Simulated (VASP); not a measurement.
Set up this calculation in VASP 6.6.1, as the native input.

| Quantity | Value |
| --- | --- |
| Task | single point |
| Functional | PBE |
| Potentials or basis | VASP PAW PBE potentials, release 64 (Hf_pv, C) |
| Cutoff | 520 eV |
| k mesh | 20 × 20 × 20 |
| Occupations | gaussian, width 0.15 eV |
| Spin | no spin polarisation |
| Dipole correction | no |
| Further INCAR settings | ALGO = Normal; EDIFF = 1e-06; NBANDS = 14 |

The structure of HfC lies in POSCAR:

```
HfC
1.0
    0.0000000000      2.6840164403      1.7446106862
    2.6840164403      0.0000000000      1.7446106862
    2.6840164403      2.6840164403      0.0000000000
Hf C
1 1
Direct
    0.5000000000      0.5000000000      0.5000000000
    0.0000000000      0.0000000000      0.0000000000
```

This cell differs from its parent crystal: ratio of the length along z to the lengths across it x 0.65, volume and fractional coordinates fixed.

One way to write it, as run:

INCAR

```
PREC = Accurate
ENCUT = 520
EDIFF = 1E-6
ISMEAR = 0
SIGMA = 0.15
LREAL = False
LASPH = True
NELM = 100
ALGO = Normal
ISIF = 2
LWAVE = False
LCHARG = True
GGA = PE
LELF = True
LVHAR = True
NBANDS = 14
```

KPOINTS

```
regular mesh
0
Gamma
  20 20 20
```

Potentials or basis: VASP PAW PBE potentials, release 64 (Hf_pv, C).

Command:

```sh
$ cat potpaw_PBE.64/Hf_pv/POTCAR potpaw_PBE.64/C/POTCAR > POTCAR
$ mpirun -np 1 vasp_std > vasp.out
```

It gave:

```json
{"Pressure": "74.3 GPa", "Band gap on the k mesh": "zero (bands 7 and 8 overlap by 3.12 eV)"}
```

Caveat: the stress differs along the axes, from -18 to 258 GPa; spin-orbit coupling is left out, which moves the levels of the heavy elements.

Wall time 98 s on 1 thread of Intel(R) Xeon(R) Platinum 8488C (Sapphire Rapids), with other jobs on the host, peak memory 0.33 GiB.
